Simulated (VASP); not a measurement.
Input of a VASP 6.6.1 run:

Contents of INCAR:

```
PREC = Accurate
ENCUT = 520
EDIFF = 1E-6
ISMEAR = 0
SIGMA = 0.05
LREAL = F
LASPH = T
NELM = 60
ALGO = Normal
ISIF = 2
LWAVE = F
LCHARG = F
GGA = PE
NBANDS = 35
```

The input KPOINTS:

```
regular mesh
0
Gamma
  12 12 2
```

The input POSCAR:

```
WSe2
1.0
    3.2899984505      0.0000000000      0.0000000000
   -1.6449992252      2.8492222365      0.0000000000
    0.0000000000      0.0000000000     12.9700000000
W Se
2 4
Direct
    0.3333333333      0.6666666667      0.2500000000
    0.6666666667      0.3333333333      0.7500000000
    0.2924560129      0.7783455829      0.6210000000
    0.6666666667      0.3333333333      0.1210000000
    0.3333333333      0.6666666667      0.8790000000
    0.6666666667      0.3333333333      0.3790000000
```

Potentials or basis: VASP PAW PBE potentials, release 64 (W_sv, Se).

Run with:

```bash
$ cat potpaw_PBE.64/W_sv/POTCAR potpaw_PBE.64/Se/POTCAR > POTCAR
$ mpirun -np 1 vasp_std > vasp.out
```

**Question.** What does it give for the band gap on the k mesh?

**Answer.** 0.88 eV (least direct gap 1.21 eV).

**Question.** Predict the pressure.

**Answer.** 6.2 GPa.

Stress tensor (GPa, compression positive):
```
 3.31  1.78 -2.67
 1.78  6.42  5.63
-2.67  5.63  8.81
```

Caveat: the cell differs from its parent crystal (atom 3 (Se) moved -0.450 Å along Cartesian [1 -1 0]); the stress differs along the axes, from 3 to 9 GPa; spin-orbit coupling is left out, which moves the levels of the heavy elements; forces of over 1 eV/Å act on the atoms, so gaps and moduli don't describe the material at rest. A k mesh can miss the band edges.
